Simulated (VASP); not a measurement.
Write the native input for VASP 6.6.1 that does the following.

* Task: single point
* Functional: PBE
* Potentials or basis: VASP PAW PBE potentials, release 64 (S)
* Cutoff: 520 eV
* k mesh: 2 × 2 × 2
* Occupations: gaussian, width 0.1 eV
* Spin: no spin polarisation
* Dipole correction: no
* Further INCAR settings: LREAL = Auto; ALGO = Normal; EDIFF = 1e-06; NBANDS = 104

The structure of S lies in POSCAR:

```
S
1.0
    9.9463068814      0.0000000000      0.0000000000
    0.0000000000      7.8826375100      0.0000000000
   -1.9192820659      0.0000000000      9.5232043192
S
28
Direct
    0.3171132400      0.0814504800      0.1045744900
    0.4618475200      0.6141025100      0.6662518800
    0.0674228100      0.7828560000      0.0763432600
    0.2217437000      0.3852443700      0.7627318700
    0.7776652100      0.4023975500      0.8645510900
    0.2223347900      0.5976024500      0.1354489100
    0.7782563000      0.6147556300      0.2372681300
    0.5381524800      0.1141025100      0.8337481200
    0.0674228100      0.7171440000      0.5763432600
    0.3171132400      0.4185495200      0.6045744900
    0.7776652100      0.0976024500      0.3645510900
    0.4618475200      0.8858974900      0.1662518800
    0.7782563000      0.8852443700      0.7372681300
    0.6828867600      0.5814504800      0.3954255100
    0.6828867600      0.9185495200      0.8954255100
    0.6224683400      0.3134095600      0.9541614200
    0.9394591000      0.4193787700      0.2548008300
    0.9325771900      0.2828560000      0.4236567400
    0.0605409000      0.5806212300      0.7451991700
    0.9325771900      0.2171440000      0.9236567400
    0.3775316600      0.8134095600      0.5458385800
    0.2223347900      0.9023975500      0.6354489100
    0.2217437000      0.1147556300      0.2627318700
    0.3775316600      0.6865904400      0.0458385800
    0.9394591000      0.0806212300      0.7548008300
    0.0605409000      0.9193787700      0.2451991700
    0.6224683400      0.1865904400      0.4541614200
    0.5381524800      0.3858974900      0.3337481200
```

One way to write it, as run:

INCAR

```
ALGO = Normal ; EDIFF = 1E-6
ENCUT = 520 ; GGA = PE
ISIF = 2 ; ISMEAR = 0
LASPH = T ; LCHARG = T
LELF = T ; LREAL = Auto
LVHAR = T ; LWAVE = F
NBANDS = 104 ; NELM = 100
PREC = Accurate ; SIGMA = 0.1
```

KPOINTS

```
k-points
0
Gamma
  2 2 2
```

Potentials or basis: VASP PAW PBE potentials, release 64 (S).

Run with:

```sh
$ cat potpaw_PBE.64/S/POTCAR > POTCAR
$ mpirun -np 1 vasp_std > vasp.out
```

Results of the run:

The pressure is 1.5 GPa and the largest force is 0.227 eV/Å. The band gap on the k mesh is 2.41 eV (least direct gap 2.47 eV).

Caveat: this functional lacks dispersion, which holds the molecules together, so the pressure and a relaxed volume are unreliable.

Run time: 14 min on 1 thread of Intel(R) Xeon(R) Platinum 8259CL CPU @ 2.50GHz (Skylake/Cascade Lake), on a shared host, peak memory 0.85 GiB.
